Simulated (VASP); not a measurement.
# CaBC (P6_3/mmc) in VASP: notebook

The runs below take CaBC through single point, with PBE.

All numbers are computed with VASP 6.6.1; they aren't measurements. Logs are shortened: lines on timing, memory, paths and dates and some standing lists are left out, and cuts for length are marked.

## Step 1: The cell of the first run

It takes space group P6_3/mmc (No. 194, hexagonal). The conventional cell has a = 2.962 Å, b = 2.962 Å, c = 8.193 Å, α = 90.00°, β = 90.00°, γ = 120.00°. Within 3.5 Å of Ca (site symmetry -3m) lie 6 B at 2.67 Å and 6 C at 2.67 Å and 6 Ca at 2.96 Å. Within 2.3 Å of B (site symmetry -6m2) lie 3 C at 1.71 Å. C (site symmetry -6m2) has 3 B at 1.71 Å within 2.3 Å.

## Step 2: Single point, PBE

INCAR

```
SYSTEM = CaBC
  PREC = Accurate
  ENCUT = 520
  EDIFF = 1E-6
  ISMEAR = 0
  SIGMA = 0.15
  LREAL = .False.
  LASPH = .True.
  NELM = 100
  ALGO = Normal
  ISIF = 2
  LWAVE = .False.
  LCHARG = .False.
  GGA = PE
  NBANDS = 26
```

KPOINTS

```
regular mesh
0
Gamma
  18 18 6
  0 0 0
```

POSCAR

```
CaBC
1.0
    2.9619761264      0.0000000000      0.0000000000
   -1.4809880632      2.5651465708      0.0000000000
    0.0000000000      0.0000000000      8.1933817783
Ca B C
2 2 2
Direct
    0.0000000000      0.0000000000      0.0000000000
    0.0000000000      0.0000000000      0.5000000000
    0.6666666667      0.3333333333      0.2500000000
    0.3333333333      0.6666666667      0.7500000000
    0.6666666667      0.3333333333      0.7500000000
    0.3333333333      0.6666666667      0.2500000000
```

Potentials or basis: VASP PAW PBE potentials, release 64 (Ca_sv, B, C).

On the command line:

```console
> cat potpaw_PBE.64/Ca_sv/POTCAR potpaw_PBE.64/B/POTCAR potpaw_PBE.64/C/POTCAR > POTCAR
> mpirun -np 1 vasp_std > vasp.out
```

OUTCAR:

```text
SYSTEM = CaBC
   PREC = Accurate
   ENCUT = 520
   EDIFF = 1E-6
   ISMEAR = 0
   LREAL = .False.
   LASPH = .True.
   NELM = 100
   ISIF = 2
   GGA = PE

 ion  position               nearest neighbor table
   1  0.000  0.000  0.000-   3 2.67   4 2.67   4 2.67   3 2.67   3 2.67   4 2.67
   2  0.000  0.000  0.500-   3 2.67   4 2.67   4 2.67   3 2.67   3 2.67   4 2.67
   3  0.667  0.333  0.250-   6 1.71   6 1.71   6 1.71   1 2.67   2 2.67   1 2.67   2 2.67   1 2.67
                             2 2.67
   4  0.333  0.667  0.750-   5 1.71   5 1.71   5 1.71   1 2.67   2 2.67   2 2.67   1 2.67   2 2.67
                             1 2.67
   5  0.667  0.333  0.750-   4 1.71   4 1.71   4 1.71
   6  0.333  0.667  0.250-   3 1.71   3 1.71   3 1.71

  LATTYP: Found a hexagonal cell.
 ALAT       =     2.9619761264
 C/A-ratio  =     2.7661876493

  Lattice vectors:

 A1 = (   2.9619761264,   0.0000000000,   0.0000000000)
 A2 = (  -1.4809880632,   2.5651465708,   0.0000000000)
 A3 = (   0.0000000000,   0.0000000000,   8.1933817783)

Analysis of symmetry for initial positions (statically):
=====================================================================
 Subroutine PRICEL returns:
 Original cell was already a primitive cell.

 Routine SETGRP: Setting up the symmetry group for a
 hexagonal supercell.

 Subroutine GETGRP returns: Found 24 space group operations
 (whereof 12 operations were pure point group operations)
 out of a pool of 24 trial point group operations.

The static configuration has the point symmetry D_3d.
 The point group associated with its full space group is D_6h.

Analysis of symmetry for dynamics (positions and initial velocities):
=====================================================================
 Subroutine PRICEL returns:
 Original cell was already a primitive cell.

 Routine SETGRP: Setting up the symmetry group for a
 hexagonal supercell.

 Subroutine GETGRP returns: Found 24 space group operations
 (whereof 12 operations were pure point group operations)
 out of a pool of 24 trial point group operations.

The dynamic configuration has the point symmetry D_3d.
 The point group associated with its full space group is D_6h.

 Subroutine INISYM returns: Found 24 space group operations
 (whereof 12 operations are pure point group operations),
 and found     1 'primitive' translations

----------------------------------------------------------------------------------------

                                     Primitive cell

  volume of cell :      62.2525

  direct lattice vectors                    reciprocal lattice vectors
     2.961976126  0.000000000  0.000000000     0.337612444  0.194920636  0.000000000
    -1.480988063  2.565146571  0.000000000     0.000000000  0.389841271  0.000000000
     0.000000000  0.000000000  8.193381778     0.000000000  0.000000000  0.122049726

  length of vectors
     2.961976126  2.961976126  8.193381778     0.389841271  0.389841271  0.122049726

  position of ions in fractional coordinates (direct lattice)
     0.000000000  0.000000000  0.000000000
     0.000000000  0.000000000  0.500000000
     0.666666667  0.333333333  0.250000000
     0.333333333  0.666666667  0.750000000
     0.666666667  0.333333333  0.750000000
     0.333333333  0.666666667  0.250000000

  ion indices of the primitive-cell ions
   primitive index   ion index
                 1           1
                 2           2
                 3           3
                 4           4
                 5           5
                 6           6

----------------------------------------------------------------------------------------

 KPOINTS: regular mesh

Automatic generation of k-mesh.
 Grid dimensions read from file:
 generate k-points for:   18   18    6

 Generating k-lattice:

  Cartesian coordinates                     Fractional coordinates (reciprocal lattice)
     0.018756247  0.010828924  0.000000000     0.055555556  0.000000000  0.000000000
     0.000000000  0.021657848  0.000000000     0.000000000  0.055555556  0.000000000
     0.000000000  0.000000000  0.020341621     0.000000000  0.000000000  0.166666667

  Length of vectors
     0.021657848  0.021657848  0.020341621

  Shift w.r.t. Gamma in fractional coordinates (k-lattice)
     0.000000000  0.000000000  0.000000000

 Subroutine IBZKPT returns following result:
 ===========================================

 Found    148 irreducible k-points:

 Following reciprocal coordinates:
            Coordinates               Weight
  0.000000  0.000000  0.000000      1.000000
  0.055556  0.000000  0.000000      6.000000
  0.111111  0.000000  0.000000      6.000000
  0.166667  0.000000  0.000000      6.000000
  0.222222  0.000000  0.000000      6.000000
  0.277778  0.000000  0.000000      6.000000
[... 16 lines left out ...]
  0.333333  0.111111  0.000000     12.000000
  0.388889  0.111111  0.000000     12.000000
 [... further k-points ...]
   k-points           NKPTS =    148   k-points in BZ     NKDIM =    148   number of bands    NBANDS=     26
   number of dos      NEDOS =    301   number of ions     NIONS =      6
   total plane-waves  NPLWV =  36864
   dimension x,y,z NGX =    24 NGY =   24 NGZ =   64
   dimension x,y,z NGXF=    48 NGYF=   48 NGZF=  128
   ions per type =               2   2   2
   NGX,Y,Z   is equivalent  to a cutoff of  13.47, 13.47, 12.99 a.u.
   NGXF,Y,Z  is equivalent  to a cutoff of  26.94, 26.94, 25.97 a.u.
 SYSTEM =  CaBC
   PREC   = accura    normal or accurate (medium, high low for compatibility)
   ISTART =      0    job   : 0-new  1-cont  2-samecut
   ICHARG =      2    charge: 1-file 2-atom 10-const
   ISPIN  =      1    spin polarized calculation?
   LNONCOLLINEAR =      F non collinear calculations
   LSORBIT =      F    spin-orbit coupling
   LASPH  =      T    aspherical Exc in radial PAW
   ENCUT  =  520.0 eV  38.22 Ry    6.18 a.u.   5.51  5.51 15.23*2*pi/ulx,y,z
   NELM   =    100;   NELMIN=  2; NELMDL= -5     # of ELM steps
   EDIFF  = 0.1E-05   stopping-criterion for ELM
   LREAL  =      F    real-space projection
   EDIFFG = 0.1E-04   stopping-criterion for IOM
   NSW    =      0    number of steps for IOM
   IBRION =     -1    ionic relax: 0-MD 1-quasi-New 2-CG
   NFREE  =      0    steps in history (QN), initial steepest desc. (CG)
   ISIF   =      2    stress and relaxation
   ISYM   =      2    0-nonsym 1-usesym 2-fastsym
   POTIM  = 0.5000    time-step for ionic-motion
   TEBEG  =    0.0;   TEEND  =   0.0 temperature during run
   PSTRESS=    0.0 pullay stress
   NELECT =      34.0000    total number of electrons
   NUPDOWN=      -1.0000    fix difference up-down
   EMIN   =  10.00;   EMAX   =-10.00  energy-range for DOS
   EFERMI =   0.00;   METHOD = LEGACY
   ISMEAR =     0;   SIGMA  =   0.15  broadening in eV -4-tet -1-fermi 0-gaus
   EFERMI_NEDOS =   21; number of points for ismear=-14 and -15
   IALGO  =     38    algorithm
   IMIX   =      4    mixing-type and parameters
     AMIX     =   0.40;   BMIX     =  1.00
     AMIX_MAG =   1.60;   BMIX_MAG =  1.00
  volume/ion in A,a.u.               =      10.38        70.02
  Fermi-wavevector in a.u.,A,eV,Ry     =   1.338183  2.528799 24.364410  1.790734
  Thomas-Fermi vector in A             =   2.466673
   LORBIT       =      0    0 simple, 1 ext, 2 COOP (PROOUT), +10 PAW based schemes
   GGA     = PE    functional components
   LHFCALC =     F    Hartree Fock is set to
   AEXX    =    0.0000 exact exchange contribution
   IVDW    =     0    specifies the selected vdW correction
   LEPSILON=     F    determine dielectric tensor
   LRPA    =     F    only Hartree local field effects (RPA)
 non-spin polarized calculation
 Gauss-broadening in eV      SIGMA  =   0.15
  energy-cutoff  :      520.00
  volume of cell :       62.25
 maximum number of plane-waves:      1723
 NGX is ok and might be reduce to    24
   NGX = 11   NGY = 11   NGZ = 31

 number of electron      34.0000001 magnetization

 Free energy of the ion-electron system (eV)
  ---------------------------------------------------
  ext. energy  EPLUGINS =         0.00000000
  ---------------------------------------------------
  free energy    TOTEN  =       -36.15070720 eV

  energy without entropy =      -36.13245764  energy(sigma->0) =      -36.14158242

 E-fermi :   6.9344     XC(G=0): -11.6094

 val. band max:        6.9310091995   @ k =   0.4444   0.0556   0.0000
 cond. band min:       6.9431282905   @ k =   0.3889   0.0000   0.0000
 fundamental gap:      0.0121190910
 Fermi energy:         6.9343566308

 k-point     1 :       0.0000    0.0000    0.0000
  band No.  band energies     occupation
      1     -33.4588      2.00000
      2     -33.4525      2.00000
      3     -14.8923      2.00000
      4     -14.6005      2.00000
      5     -13.8445      2.00000
      6     -13.8445      2.00000
[... 18 lines left out ...]
     25      12.3163      0.00000
     26      12.5579      0.00000

 k-point     2 :       0.0556    0.0000    0.0000
  band No.  band energies     occupation
      1     -33.4506      2.00000
      2     -33.4443      2.00000
      3     -14.8774      2.00000
      4     -14.5903      2.00000
      5     -13.8960      2.00000
      6     -13.8882      2.00000
[... 18 lines left out ...]
     25      12.3746      0.00000
     26      12.7949      0.00000

 k-point     3 :       0.1111    0.0000    0.0000
  band No.  band energies     occupation
      1     -33.4270      2.00000
      2     -33.4208      2.00000
      3     -14.8340      2.00000
      4     -14.5606      2.00000
      5     -14.0414      2.00000
      6     -14.0270      2.00000
[... 572 lines left out ...]
 k-point    23 :       0.3333    0.1111    0.0000
  band No.  band energies     occupation
      1     -33.2022      2.00000
      2     -33.1976      2.00000
      3     -15.1548      2.00000
      4     -15.1133      2.00000
      5     -14.4186      2.00000
      6     -14.2787      2.00000
[... 18 lines left out ...]
     25      13.0405      0.00000
     26      13.3167      0.00000

 k-point    24 :       0.3889    0.1111    0.0000
  band No.  band energies     occupation
      1     -33.1786      2.00000
      2     -33.1742      2.00000
      3     -15.2576      2.00000
      4     -15.2151      2.00000
      5     -14.3747      2.00000
      6     -14.2753      2.00000
[... 18 lines left out ...]
     25      12.9985      0.00000
     26      13.2802      0.00000

 [... further k-points ...]
[... 5 lines left out ...]
  --------------------------------------------------------------------------------------
  -------------------------------------------------------------------------------------
  Total        0.1589268      0.1589268      0.3645411      0.0000000     -0.0000000      0.0000000
  in kB        4.0902588      4.0902588      9.3821012      0.0000000     -0.0000000      0.0000000
  external PRESSURE =       5.8542063 kB  Pullay stress =       0.0000000 kB

 VOLUME and BASIS-vectors are now :
 -----------------------------------------------------------------------------
  energy-cutoff  :      520.00
  volume of cell :       62.25
      direct lattice vectors                 reciprocal lattice vectors
     2.961976126  0.000000000  0.000000000     0.337612444  0.194920636  0.000000000
    -1.480988063  2.565146571  0.000000000     0.000000000  0.389841271  0.000000000
     0.000000000  0.000000000  8.193381778     0.000000000  0.000000000  0.122049726

 POSITION                                       TOTAL-FORCE (eV/Angst)
 -----------------------------------------------------------------------------------
      0.00000      0.00000      0.00000        -0.000000      0.000000      0.000000
      0.00000      0.00000      4.09669        -0.000000      0.000000      0.000000
      1.48099      0.85505      2.04835        -0.000000     -0.000000      0.000000
     -0.00000      1.71010      6.14504         0.000000      0.000000      0.000000
      1.48099      0.85505      6.14504         0.000000      0.000000     -0.000000
     -0.00000      1.71010      2.04835        -0.000000     -0.000000     -0.000000
 -----------------------------------------------------------------------------------
    total drift:                               -0.000000      0.000000      0.000000

  FREE ENERGIE OF THE ION-ELECTRON SYSTEM (eV)
  ---------------------------------------------------
  free  energy   TOTEN  =       -36.1507072024 eV

  energy  without entropy=      -36.1324576381  energy(sigma->0) =      -36.14158242
```

Run time: 4.7 min. Hardware: 1 thread of Intel Xeon 8259CL, shared host; peak memory 0.35 GiB.

What came out:

```yaml
Free_energy: -36.1507 eV
Pressure: 0.6 GPa
Band_gap_on_the_k_mesh: zero (bands 17 and 18 overlap by 2.44 eV)
```

Stress tensor (GPa, compression positive):
```
0.41 0.00 0.00
0.00 0.41 0.00
0.00 0.00 0.94
```

## Step 3: Single point, PBE

INCAR

```
  PREC = Accurate
  ENCUT = 520
  EDIFF = 1E-6
  ISMEAR = 0
  SIGMA = 0.15
  LREAL = False
  LASPH = True
  NELM = 60
  ALGO = Normal
  ISIF = 2
  LWAVE = False
  LCHARG = False
  GGA = PE
  NBANDS = 26
```

KPOINTS

```
regular mesh
0
Gamma
  24 24 8
```

POSCAR is that of step 2.

Potentials or basis: VASP PAW PBE potentials, release 64 (Ca_sv, B, C).

On the command line:

```console
> cat potpaw_PBE.64/Ca_sv/POTCAR potpaw_PBE.64/B/POTCAR potpaw_PBE.64/C/POTCAR > POTCAR
> mpirun -np 1 vasp_std > vasp.out
```

Wall time 10 min (1 thread of Intel Xeon 8259CL, shared host); peak memory 0.54 GiB.

The run converged. Its results:

```
Free energy            : -36.1513 eV
Pressure               : 0.6 GPa
Band gap on the k mesh : zero (bands 17 and 18 overlap by 2.55 eV)
```

Stress tensor (GPa, compression positive):
```
0.42 0.00 0.00
0.00 0.42 0.00
0.00 0.00 0.91
```

Levels at points of the mesh, in eV from the Fermi level:
```tsv
k point	band 15	band 16	band 17	band 18	band 19	band 20
(0.00, 0.00, 0.00)	-1.65	-1.65	-0.78	1.42	3.68	3.68
(0.50, 0.00, 0.00)	-3.72	-2.24	-1.98	-0.20	1.56	3.75
(0.00, 0.00, 0.50)	-1.77	-1.77	0.45	0.45	3.96	3.96
(0.50, 0.00, 0.50)	-3.02	-3.02	-1.16	-1.16	2.20	2.20
```
